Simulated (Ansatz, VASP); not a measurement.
# Ag in VASP and in Ansatz

```
Ag
1.0
     0.00000    2.02697    2.02697
     2.02697    0.00000    2.02697
     2.02697    2.02697    0.00000
Ag
1
Cartesian
  0.0000 0.0000 0.0000
```

Alike in both runs: functional PBEsol; k mesh 23 × 23 × 23; no spin polarisation.

Ansatz relaxed the structure, and its values are those at the end. VASP's run is a single point on that final structure, the one shown.

|  | VASP | Ansatz |
| --- | --- | --- |
| version | VASP 6.6.1 | Ansatz 0.2.0 |
| potentials or method | VASP PAW PBE potentials, release 64 (Ag) | plane-wave PAW, scalar-relativistic |
| plane-wave cutoff (eV) | 520 | 420 |
| occupations | methfessel-paxton of order 1, width 0.1 eV | cold, width 0.1 eV |
| valence electrons in the cell | 11 | 19 |

Ansatz gave:

```
pressure (GPa) : 0.0
```

What did VASP give for the same quantities?

Pressure (GPa): -0.2.

VASP's potentials were made for PBE, not for PBEsol, and Ansatz warns of the same on its side. VASP's potentials hold 11 valence electrons a cell and Ansatz's 19, so a difference there can come from the potentials and not from the codes.
